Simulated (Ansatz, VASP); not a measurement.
## TiC in VASP and in Ansatz

```
CELL_PARAMETERS angstrom
0.00000 2.16572 2.12240
2.16572 0.00000 2.12240
2.16572 2.16572 0.00000
ATOMIC_POSITIONS crystal
Ti 0.00000 0.00000 0.00000
C 0.50000 0.50000 0.50000
```

Change from the starting cell: strain_z = -0.02.

Alike in both runs: functional PBEsol; k mesh 11 × 11 × 11; occupations fermi-dirac, width 0.05 eV; no spin polarisation.

|  | VASP | Ansatz |
| --- | --- | --- |
| version | VASP 6.6.1 | Ansatz 0.2.0 |
| potentials or method | VASP PAW PBE potentials, release 64 (Ti_sv, C), cutoff 520 eV | all-electron LAPW, scalar-relativistic |
| task | single point | band structure |

```tsv
	VASP	Ansatz	Ansatz less VASP
gap on the k mesh at the Fermi level (eV)	none	none	-
pressure (GPa)	-1.2	-1.5	-0.30
traceless stress, the component that is largest in VASP (GPa)	5.89	5.87	-0.014
```

VASP's potentials were made for PBE, not for PBEsol. A gap of «none» marks a metal or a gap that the smearing closes. Ansatz ran all-electron here, and VASP with PAW potentials.
